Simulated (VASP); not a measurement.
# Si in VASP: a series of runs

The runs below take Si through single point, with PBE.

Everything below comes from runs of VASP 6.6.1. Logs are shortened: lines on timing, memory, paths and dates and some standing lists are left out, and cuts for length are marked.

### Step 1. The cell of the first run

The structure is tetragonal, space group I4/mmm (No. 139). Conventional cell: a = 6.803 Å, b = 6.803 Å, c = 3.925 Å, α = 90.00°, β = 90.00°, γ = 90.00°. Within 3.2 Å of Si (site symmetry m2m) lie 4 Si at 2.40 to 2.43 Å.

### Step 2. Single point, PBE

File INCAR:

```
SYSTEM = Si
PREC = Accurate
ENCUT = 520
EDIFF = 1E-6
ISMEAR = 0
SIGMA = 0.05
LREAL = .False.
LASPH = .True.
NELM = 60
ALGO = Normal
ISIF = 2
LWAVE = .False.
LCHARG = .False.
GGA = PE
NBANDS = 16
```

File KPOINTS:

```
Automatic mesh
0
Gamma
  10 10 10
  0 0 0
```

File POSCAR:

```
Si
1.0
   -3.4014544573      3.4014544573      1.9626559606
    3.4014544573     -3.4014544573      1.9626559606
    3.4014544573      3.4014544573     -1.9626559606
Si
4
Direct
    0.1786105076      0.1786105076      0.3572210152
    0.8213894924      0.8213894924      0.6427789848
    0.1786105076      0.8213894924      0.0000000000
    0.8213894924      0.1786105076      0.0000000000
```

Potentials or basis: VASP PAW PBE potentials, release 64 (Si).

Command:

```console
$ cat potpaw_PBE.64/Si/POTCAR > POTCAR
$ mpirun -np 1 vasp_std > vasp.out
```

OUTCAR:

```text
SYSTEM = Si
   PREC = Accurate
   ENCUT = 520
   EDIFF = 1E-6
   ISMEAR = 0
   LREAL = .False.
   LASPH = .True.
   NELM = 60
   ISIF = 2
   GGA = PE

 ion  position               nearest neighbor table
   1  0.179  0.179  0.357-   2 2.40   2 2.40   3 2.43   4 2.43
   2  0.821  0.821  0.643-   1 2.40   1 2.40   4 2.43   3 2.43
   3  0.179  0.821  0.000-   4 2.40   4 2.40   2 2.43   1 2.43
   4  0.821  0.179  0.000-   3 2.40   3 2.40   2 2.43   1 2.43

  LATTYP: Found a body centered tetragonal cell.
 ALAT       =     6.8029089146
 C/A-ratio  =     0.5770049211

  Lattice vectors:

 A1 = (  -3.4014544573,   3.4014544573,   1.9626559606)
 A2 = (   3.4014544573,  -3.4014544573,   1.9626559606)
 A3 = (   3.4014544573,   3.4014544573,  -1.9626559606)

Analysis of symmetry for initial positions (statically):
=====================================================================
 Subroutine PRICEL returns:
 Original cell was already a primitive cell.

 Routine SETGRP: Setting up the symmetry group for a
 body centered tetragonal supercell.

 Subroutine GETGRP returns: Found 16 space group operations
 (whereof 16 operations were pure point group operations)
 out of a pool of 16 trial point group operations.

The static configuration has the point symmetry D_4h.

Analysis of symmetry for dynamics (positions and initial velocities):
=====================================================================
 Subroutine PRICEL returns:
 Original cell was already a primitive cell.

 Routine SETGRP: Setting up the symmetry group for a
 body centered tetragonal supercell.

 Subroutine GETGRP returns: Found 16 space group operations
 (whereof 16 operations were pure point group operations)
 out of a pool of 16 trial point group operations.

The dynamic configuration has the point symmetry D_4h.

 Subroutine INISYM returns: Found 16 space group operations
 (whereof 16 operations are pure point group operations),
 and found     1 'primitive' translations

----------------------------------------------------------------------------------------

                                     Primitive cell

  volume of cell :      90.8309

  direct lattice vectors                    reciprocal lattice vectors
    -3.401454457  3.401454457  1.962655961     0.000000000  0.146995941  0.254756824
     3.401454457 -3.401454457  1.962655961     0.146995941  0.000000000  0.254756824
     3.401454457  3.401454457 -1.962655961     0.146995941  0.146995941  0.000000000

  length of vectors
     5.195363632  5.195363632  5.195363632     0.294123862  0.294123862  0.207883654

  position of ions in fractional coordinates (direct lattice)
     0.178610508  0.178610508  0.357221015
     0.821389492  0.821389492  0.642778985
     0.178610508  0.821389492  0.000000000
     0.821389492  0.178610508  0.000000000

  ion indices of the primitive-cell ions
   primitive index   ion index
                 1           1
                 2           2
                 3           3
                 4           4

----------------------------------------------------------------------------------------

 KPOINTS: Automatic mesh

Automatic generation of k-mesh.
 Grid dimensions read from file:
 generate k-points for:   10   10   10

 Generating k-lattice:

  Cartesian coordinates                     Fractional coordinates (reciprocal lattice)
     0.000000000  0.014699594  0.025475682     0.100000000  0.000000000 -0.000000000
     0.014699594  0.000000000  0.025475682     0.000000000  0.100000000 -0.000000000
     0.014699594  0.014699594  0.000000000     0.000000000  0.000000000  0.100000000

  Length of vectors
     0.029412386  0.029412386  0.020788365

  Shift w.r.t. Gamma in fractional coordinates (k-lattice)
     0.000000000  0.000000000  0.000000000

 Subroutine IBZKPT returns following result:
 ===========================================

 Found    102 irreducible k-points:

 Following reciprocal coordinates:
            Coordinates               Weight
  0.000000  0.000000  0.000000      1.000000
  0.100000  0.000000  0.000000      8.000000
  0.200000  0.000000  0.000000      8.000000
  0.300000  0.000000 -0.000000      8.000000
  0.400000  0.000000 -0.000000      8.000000
  0.500000  0.000000 -0.000000      4.000000
[... 16 lines left out ...]
  0.300000  0.300000 -0.000000      8.000000
  0.400000  0.300000 -0.000000     16.000000
 [... further k-points ...]
   k-points           NKPTS =    102   k-points in BZ     NKDIM =    102   number of bands    NBANDS=     16
   number of dos      NEDOS =    301   number of ions     NIONS =      4
   total plane-waves  NPLWV =  64000
   dimension x,y,z NGX =    40 NGY =   40 NGZ =   40
   dimension x,y,z NGXF=    80 NGYF=   80 NGZF=   80
   ions per type =               4
   NGX,Y,Z   is equivalent  to a cutoff of  12.80, 12.80, 12.80 a.u.
   NGXF,Y,Z  is equivalent  to a cutoff of  25.60, 25.60, 25.60 a.u.
 SYSTEM =  Si
[... 35 lines left out ...]
   LHFCALC =     F    Hartree Fock is set to
   AEXX    =    0.0000 exact exchange contribution
   IVDW    =     0    specifies the selected vdW correction
   LEPSILON=     F    determine dielectric tensor
   LRPA    =     F    only Hartree local field effects (RPA)
 non-spin polarized calculation
 Gauss-broadening in eV      SIGMA  =   0.05
  energy-cutoff  :      520.00
  volume of cell :       90.83
 maximum number of plane-waves:      2461
   NGX = 19   NGY = 19   NGZ = 19

 number of electron      16.0000000 magnetization

 Free energy of the ion-electron system (eV)
  ---------------------------------------------------
  ext. energy  EPLUGINS =         0.00000000
  ---------------------------------------------------
  free energy    TOTEN  =       -21.24164912 eV

  energy without entropy =      -21.24164912  energy(sigma->0) =      -21.24164912

 E-fermi :   5.0198     XC(G=0):  -8.8295

 val. band max:        4.7985592410   @ k =   0.5000   0.5000   0.5000
 cond. band min:       5.2429560378   @ k =   0.3000   0.2000   0.2000
 fundamental gap:      0.4443967967
 Fermi energy:         5.0197785036

 k-point     1 :       0.0000    0.0000    0.0000
  band No.  band energies     occupation
      1      -6.7823      2.00000
      2      -2.8465      2.00000
      3      -0.5979      2.00000
      4      -0.5979      2.00000
      5       1.3112      2.00000
      6       3.4196      2.00000
[... 8 lines left out ...]
     15      10.3936      0.00000
     16      11.6366      0.00000

 k-point     2 :       0.1000    0.0000    0.0000
  band No.  band energies     occupation
      1      -6.6778      2.00000
      2      -2.8632      2.00000
      3      -0.7375      2.00000
      4      -0.4641      2.00000
      5       1.3891      2.00000
      6       2.8444      2.00000
[... 8 lines left out ...]
     15       9.9483      0.00000
     16      12.1738      0.00000

 k-point     3 :       0.2000    0.0000    0.0000
  band No.  band energies     occupation
      1      -6.3699      2.00000
      2      -2.8651      2.00000
      3      -1.1489      2.00000
      4      -0.2583      2.00000
      5       1.4976      2.00000
      6       1.8925      2.00000
[... 8 lines left out ...]
     15      10.0904      0.00000
     16      11.3126      0.00000

 k-point     4 :       0.3000    0.0000   -0.0000
  band No.  band energies     occupation
      1      -5.8816      2.00000
      2      -2.7834      2.00000
      3      -1.8414      2.00000
      4      -0.4397      2.00000
      5       1.1306      2.00000
      6       1.6145      2.00000
[... 8 lines left out ...]
     15      11.1023      0.00000
     16      11.1494      0.00000
[... 324 lines left out ...]
 k-point    22 :      -0.2000    0.2000    0.0000
  band No.  band energies     occupation
      1      -6.5768      2.00000
      2      -3.5556      2.00000
      3      -0.5191      2.00000
      4      -0.4489      2.00000
      5       2.1536      2.00000
      6       3.2273      2.00000
[... 8 lines left out ...]
     15      10.8113      0.00000
     16      12.3254      0.00000

 k-point    23 :       0.3000    0.3000   -0.0000
  band No.  band energies     occupation
      1      -4.8488      2.00000
      2      -3.5338      2.00000
      3      -2.7333      2.00000
      4      -0.7102      2.00000
      5       0.6466      2.00000
      6       2.2031      2.00000
[... 8 lines left out ...]
     15      11.0005      0.00000
     16      12.4993      0.00000

 k-point    24 :       0.4000    0.3000   -0.0000
  band No.  band energies     occupation
      1      -5.2065      2.00000
      2      -4.0817      2.00000
      3      -2.1018      2.00000
      4      -0.1155      2.00000
      5       0.8961      2.00000
      6       2.0673      2.00000
[... 8 lines left out ...]
     15      10.8177      0.00000
     16      11.3464      0.00000

 [... further k-points ...]

------------------------ aborting loop because EDIFF is reached ----------------------------------------

  FORCE on cell =-STRESS in cart. coord.  units (eV):
  Direction    XX          YY          ZZ          XY          YZ          ZX
  --------------------------------------------------------------------------------------
  -------------------------------------------------------------------------------------
  Total       -2.0685949     -2.0685949     -2.1669003      0.0000000      0.0000000      0.0000000
  in kB      -36.4882093    -36.4882093    -38.2222303      0.0000000      0.0000000      0.0000000
  external PRESSURE =     -37.0662163 kB  Pullay stress =       0.0000000 kB

 VOLUME and BASIS-vectors are now :
 -----------------------------------------------------------------------------
  energy-cutoff  :      520.00
  volume of cell :       90.83
      direct lattice vectors                 reciprocal lattice vectors
    -3.401454457  3.401454457  1.962655961     0.000000000  0.146995941  0.254756824
     3.401454457 -3.401454457  1.962655961     0.146995941  0.000000000  0.254756824
     3.401454457  3.401454457 -1.962655961     0.146995941  0.146995941  0.000000000

 POSITION                                       TOTAL-FORCE (eV/Angst)
 -----------------------------------------------------------------------------------
      1.21507      1.21507      0.00000        -0.046183     -0.046183      0.000000
      2.18638      2.18638      1.96266         0.046183      0.046183     -0.000000
      2.18638     -2.18638      1.96266         0.046183     -0.046183      0.000000
     -2.18638      2.18638      1.96266        -0.046183      0.046183      0.000000
 -----------------------------------------------------------------------------------
    total drift:                               -0.000000     -0.000000      0.000000

  FREE ENERGIE OF THE ION-ELECTRON SYSTEM (eV)
  ---------------------------------------------------
  free  energy   TOTEN  =       -21.2416491238 eV

  energy  without entropy=      -21.2416491238  energy(sigma->0) =      -21.24164912
```

Run time: 64 s. Hardware: 1 thread of Intel Xeon 6975P-C (Granite Rapids), shared host; peak memory 0.28 GiB.

What came out:

```
Free energy            : -21.2416 eV
Pressure               : -3.7 GPa
Largest force          : 0.065 eV/Å
Band gap on the k mesh : 0.44 eV (least direct gap 0.48 eV)
```

Forces in eV/Å, atoms in the order of the input:
```
Si  -0.046 -0.046  0.000
Si   0.046  0.046  0.000
Si   0.046 -0.046  0.000
Si  -0.046  0.046  0.000
```

Stress tensor (GPa, compression positive):
```
-3.65  0.00  0.00
 0.00 -3.65  0.00
 0.00  0.00 -3.82
```

Levels at points of the mesh, in eV from the valence-band top:
| k point | band 4 | band 5 | band 6 | band 7 | band 8 | band 9 | band 10 | band 11 | band 12 | band 13 |
| --- | --- | --- | --- | --- | --- | --- | --- | --- | --- | --- |
| (0.00, 0.00, 0.00) | -5.40 | -3.49 | -1.38 | -1.38 | -0.49 | 1.46 | 1.46 | 1.52 | 2.35 | 2.35 |
| (0.50, 0.00, 0.00) | -5.95 | -4.04 | -3.24 | -2.19 | -1.34 | 0.97 | 2.29 | 3.09 | 3.52 | 4.01 |
| (0.50, 0.50, 0.00) | -4.86 | -2.62 | -1.85 | -1.72 | -1.49 | 1.60 | 1.96 | 1.96 | 3.85 | 4.26 |
| (0.50, 0.50, 0.50) | -4.61 | -2.73 | -0.20 | 0.00 | 0.00 | 0.48 | 2.47 | 3.38 | 3.99 | 4.42 |

Caveat: the cell stands under tension; semilocal functionals underestimate gaps, and a narrow one can read as zero. A k mesh can miss the band edges.

### Step 3. Single point, PBE (atoms displaced along a vibrational mode, the cell strained)

File INCAR:

```
SYSTEM = Si
ALGO = Normal ; EDIFF = 1E-6
ENCUT = 520 ; GGA = PE
ISIF = 2 ; ISMEAR = 0
LASPH = .TRUE. ; LCHARG = .FALSE.
LREAL = .FALSE. ; LWAVE = .FALSE.
NBANDS = 16 ; NELM = 80
PREC = Accurate ; SIGMA = 0.05
```

File KPOINTS:

```
k-points
0
G
  10 10 10
  0 0 0
```

File POSCAR:

```
Si
1.0
   -3.4292227980      3.4292227980      1.9786784298
    3.4292227980     -3.4292227980      1.9786784298
    3.4292227980      3.4292227980     -1.9786784298
Si
4
Direct
    0.1725496441      0.1725496441      0.3572210152
    0.8153286288      0.8153286288      0.6427789848
    0.1846713712      0.8274503559      0.0000000000
    0.8274503559      0.1846713712      0.0000000000
```

Potentials or basis: VASP PAW PBE potentials, release 64 (Si).

Command:

```console
$ cat potpaw_PBE.64/Si/POTCAR > POTCAR
$ mpirun -np 1 vasp_std > vasp.out
```

Run time: 60 s. Hardware: 1 thread of Intel Xeon 6975P-C (Granite Rapids), shared host; peak memory 0.27 GiB.

Results (log left out):

```yaml
Free_energy: -21.1760 eV
Pressure: -5.2 GPa
Largest_force: 0.118 eV/Å
Band_gap_on_the_k_mesh: 0.43 eV (least direct gap 0.51 eV)
```

Forces in eV/Å, atoms in the order of the input:
```
Si  -0.070 -0.070  0.065
Si   0.070  0.070  0.065
Si   0.070 -0.070 -0.065
Si  -0.070  0.070 -0.065
```

Stress tensor (GPa, compression positive):
```
-5.15  0.00  0.00
 0.00 -5.15  0.00
 0.00  0.00 -5.38
```

Levels at points of the mesh, in eV from the valence-band top:
```tsv
k point	band 5	band 6	band 7	band 8	band 9	band 10	band 11	band 12
(0.00, 0.00, 0.00)	-3.39	-1.35	-1.35	-0.47	1.40	1.40	1.54	2.35
(0.50, 0.00, 0.00)	-3.94	-3.15	-2.13	-1.31	1.00	2.25	3.10	3.52
(0.50, 0.50, 0.00)	-2.54	-1.80	-1.67	-1.46	1.56	1.95	1.96	3.80
(0.50, 0.50, 0.50)	-2.66	-0.21	0.00	0.00	0.51	2.19	3.33	3.97
```

Caveat: the cell differs from its parent crystal (atoms displaced along a vibrational mode, the cell strained); the cell stands under tension; semilocal functionals underestimate gaps, and a narrow one can read as zero. A k mesh can miss the band edges.

### Step 4. Single point, PBE

This run uses another cell than the first one, of 23.27 Å³/atom.

File INCAR:

```
PREC = Accurate
ENCUT = 520
EDIFF = 1E-6
ISMEAR = 0
SIGMA = 0.05
LREAL = False
LASPH = True
NELM = 80
ALGO = Normal
ISIF = 2
LWAVE = False
LCHARG = True
GGA = PE
LELF = True
LVHAR = True
NBANDS = 16
```

File KPOINTS:

```
regular mesh
0
Gamma
  10 10 10
```

File POSCAR:

```
Si
1.0
   -3.4292227980      3.4292227980      1.9786784298
    3.4292227980     -3.4292227980      1.9786784298
    3.4292227980      3.4292227980     -1.9786784298
Si
4
Direct
    0.1786105076      0.1786105076      0.3572210152
    0.8213894924      0.8213894924      0.6427789848
    0.1786105076      0.8213894924      0.0000000000
    0.8213894924      0.1786105076      0.0000000000
```

Command:

```console
$ cat potpaw_PBE.64/Si/POTCAR > POTCAR
$ mpirun -np 1 vasp_std > vasp.out
```

It took 65 s on 1 thread of Intel Xeon 6975P-C (Granite Rapids), shared host; peak memory 0.28 GiB.

It converged, with:

```
Free energy            : -21.1791 eV
Pressure               : -5.2 GPa
Largest force          : 0.095 eV/Å
Band gap on the k mesh : 0.44 eV (least direct gap 0.50 eV)
```

Forces in eV/Å, atoms in the order of the input:
```
Si  -0.067 -0.067  0.000
Si   0.067  0.067  0.000
Si   0.067 -0.067  0.000
Si  -0.067  0.067  0.000
```

Stress tensor (GPa, compression positive):
```
-5.13  0.00  0.00
 0.00 -5.13  0.00
 0.00  0.00 -5.37
```

Levels at points of the mesh, in eV from the valence-band top:
| k point | band 4 | band 5 | band 6 | band 7 | band 8 | band 9 | band 10 | band 11 | band 12 | band 13 |
| --- | --- | --- | --- | --- | --- | --- | --- | --- | --- | --- |
| (0.00, 0.00, 0.00) | -5.34 | -3.39 | -1.35 | -1.35 | -0.47 | 1.40 | 1.40 | 1.55 | 2.35 | 2.35 |
| (0.50, 0.00, 0.00) | -5.90 | -3.94 | -3.15 | -2.13 | -1.31 | 1.00 | 2.25 | 3.10 | 3.53 | 3.94 |
| (0.50, 0.50, 0.00) | -4.83 | -2.54 | -1.80 | -1.67 | -1.46 | 1.56 | 1.96 | 1.96 | 3.80 | 4.24 |
| (0.50, 0.50, 0.50) | -4.48 | -2.66 | -0.20 | 0.00 | 0.00 | 0.50 | 2.20 | 3.34 | 3.97 | 4.39 |

Caveat: the cell stands under tension; semilocal functionals underestimate gaps, and a narrow one can read as zero. A k mesh can miss the band edges.

### Step 5. Single point, PBE (atoms displaced along a vibrational mode, the cell strained)

File INCAR:

```
SYSTEM = Si
PREC     = Accurate       ! precision mode
ENCUT    = 520            ! plane-wave cutoff, eV
EDIFF    = 1E-7           ! SCF threshold, eV
ISMEAR   = 0              ! smearing method
SIGMA    = 0.05           ! smearing width, eV
LREAL    = .FALSE.        ! projectors in reciprocal space
LASPH    = .TRUE.         ! aspherical terms in the spheres
NELM     = 80             ! most SCF steps
ALGO     = Normal         ! electronic algorithm
ISIF     = 2              ! what is computed and relaxed
LWAVE    = .FALSE.        ! write WAVECAR
LCHARG   = .TRUE.         ! write CHGCAR
GGA      = PE             ! functional
LELF     = .TRUE.         ! ELF
LVHAR    = .TRUE.       
NBANDS   = 16             ! bands
```

File KPOINTS:

```
Automatic mesh
0
G
  10 10 10
  0 0 0
```

File POSCAR:

```
Si
1.0
   -3.4292227980      3.4292227980      1.9786784298
    3.4292227980     -3.4292227980      1.9786784298
    3.4292227980      3.4292227980     -1.9786784298
Si
4
Direct
    0.1664887805      0.1664887805      0.3572210152
    0.8092677652      0.8092677652      0.6427789848
    0.1907322348      0.8335112195      0.0000000000
    0.8335112195      0.1907322348      0.0000000000
```

Command:

```console
$ cat potpaw_PBE.64/Si/POTCAR > POTCAR
$ mpirun -np 1 vasp_std > vasp.out
```

Run time: 56 s. Hardware: 1 thread of Intel Xeon 6975P-C (Granite Rapids), shared host; peak memory 0.28 GiB.

The run converged. Its results:

| Item | Value |
| --- | --- |
| Free energy | -21.1666 eV |
| Pressure | -5.3 GPa |
| Largest force | 0.170 eV/Å |
| Band gap on the k mesh | 0.42 eV (least direct gap 0.54 eV) |

Forces on the atoms (eV/Å):
```
Si  -0.077 -0.077  0.130
Si   0.077  0.077  0.130
Si   0.077 -0.077 -0.130
Si  -0.077  0.077 -0.130
```

Stress tensor (GPa, compression positive):
```
-5.19  0.00  0.00
 0.00 -5.19  0.00
 0.00  0.00 -5.41
```

Levels at points of the mesh, in eV from the valence-band top:
```tsv
k point	band 5	band 6	band 7	band 8	band 9	band 10	band 11	band 12
(0.00, 0.00, 0.00)	-3.39	-1.36	-1.36	-0.47	1.39	1.39	1.54	2.34
(0.50, 0.00, 0.00)	-3.95	-3.16	-2.13	-1.31	0.99	2.24	3.09	3.51
(0.50, 0.50, 0.00)	-2.54	-1.81	-1.68	-1.47	1.54	1.94	1.95	3.79
(0.50, 0.50, 0.50)	-2.67	-0.25	0.00	0.00	0.54	2.18	3.32	3.96
```

Caveat: the cell differs from its parent crystal (atoms displaced along a vibrational mode, the cell strained); the cell stands under tension; semilocal functionals underestimate gaps, and a narrow one can read as zero.

### Step 6. Summary

```tsv
cell	gap on the mesh (eV)	pressure (GPa)	largest force (eV/Å)
a = 5.195 Å, angles 98.2, 98.2, 135.6°, 4 atoms, atomic positions A	0.44	-3.7	0.07
a = 5.238 Å, angles 98.2, 98.2, 135.6°, 4 atoms, atomic positions B	0.43	-5.2	0.12
a = 5.238 Å, angles 98.2, 98.2, 135.6°, 4 atoms, atomic positions A	0.44	-5.2	0.09
a = 5.238 Å, angles 98.2, 98.2, 135.6°, 4 atoms, atomic positions C	0.42	-5.3	0.17
```

Alike in all rows: task single point; level PBE; potentials or basis VASP PAW PBE potentials, release 64 (Si); no spin polarisation; k mesh 10 × 10 × 10; cutoff (eV) 520; smearing gaussian 0.05 eV.

Caveats: the cell stands under tension; semilocal functionals underestimate gaps, and a narrow one can read as zero.

Total energies depend on the potentials used, so only differences within one code and one set of settings carry meaning.
